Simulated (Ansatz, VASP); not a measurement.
One calculation of Ca, two programs

The input INCAR:

```
PREC     = Accurate       # precision mode
ENCUT    = 520            # plane-wave cutoff, eV
EDIFF    = 1E-6           # SCF threshold, eV
ISMEAR   = 0              # smearing method
SIGMA    = 0.15           # smearing width, eV
LREAL    = False          # projectors in reciprocal space
LASPH    = True           # aspherical terms in the spheres
NELM     = 60             # most SCF steps
ALGO     = Fast           # electronic algorithm
ISIF     = 2              # what is computed and relaxed
LWAVE    = False          # write WAVECAR
LCHARG   = True           # write CHGCAR
GGA      = PE             # functional
LELF     = True           # ELF
LVHAR    = True         
NBANDS   = 11             # bands
```

Contents of KPOINTS:

```
Automatic mesh
0
Gamma
  16 16 16
```

Contents of POSCAR:

```
Ca
1.0
   -2.0949446584      2.0949446584      2.1961148100
    2.0949446584     -2.0949446584      2.1961148100
    2.0949446584      2.0949446584     -2.1961148100
Ca
1
Direct
    0.5000000000      0.5000000000      0.0000000000
```

Input for Ansatz:

```yaml
crystal:
  lattice:
    - [-2.0949446584, 2.0949446584, 2.19611481]
    - [2.0949446584, -2.0949446584, 2.19611481]
    - [2.0949446584, 2.0949446584, -2.19611481]
  atoms:
    - { symbol: Ca, position: [0.5, 0.5, 0.0] }
basis:
  ecutwfc: 420
kpoints:
  mp_grid: { grid: [16, 16, 16] }
hamiltonian:
  xc: pbe
scf:
  occupations: { method: gaussian, width: 0.15 }
output:
  forces: true
  stress: true
  eigenvalues: true
```

Change from the starting cell: strain -0.050 along x and y, +0.000 along z, atoms carried along.

Alike in both runs: task single point; functional PBE; k mesh 16 × 16 × 16; occupations gaussian, width 0.15 eV; no spin polarisation.

|  | VASP | Ansatz |
| --- | --- | --- |
| version | VASP 6.6.1 | Ansatz 0.2.0 |
| potentials or method | VASP PAW PBE potentials, release 64 (Ca_sv), cutoff 520 eV | scalar-relativistic, plane waves, PAW |
| valence electrons in the cell | 10 | 10 |

|  | VASP | Ansatz | Ansatz less VASP |
| --- | --- | --- | --- |
| gap on the k mesh at the Fermi level (eV) | none | none | - |
| pressure (GPa) | 1.7 | 1.7 | -0.03 |
| traceless stress, the component that is largest in VASP (GPa) | 0.06 | 0.06 | +0.001 |

A gap of «none» marks a metal or a gap that the smearing closes.
